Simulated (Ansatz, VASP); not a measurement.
**Two plane-wave programs on Ca3Se**

```
Ca Se
1.0
     5.04256    0.00000    0.00000
     0.00000    5.04256    0.00000
     0.00000    0.00000    5.04256
Ca Se
3 1
Direct
  0.00000 0.50000 0.50000
  0.50000 0.00000 0.50000
  0.50000 0.50000 0.00000
  0.00000 0.00000 0.00000
```

Alike in both runs: functional PBE; k mesh 10 × 10 × 10; occupations gaussian, width 0.1 eV; no spin polarisation.

Ansatz relaxed the structure, and its values are those at the end. VASP's run is a single point on that final structure, the one shown.

```csv
,VASP,Ansatz
version,VASP 6.6.1,Ansatz 0.2.0
potentials or method,"VASP PAW PBE potentials, release 64 (Ca_sv, Se), cutoff 520 eV","scalar-relativistic, plane waves, PAW"
valence electrons in the cell,36,46
```

```csv
,VASP,Ansatz,Ansatz less VASP
gap on the k mesh at the Fermi level (eV),none,none,-
pressure (GPa),0.0,0.0,-0.03
```

A gap of «none» marks a metal or a gap that the smearing closes. The functional is the same, so the differences come from potentials, cutoffs and numerics. VASP's potentials hold 36 valence electrons a cell and Ansatz's 46, so a difference there can come from the potentials and not from the codes.
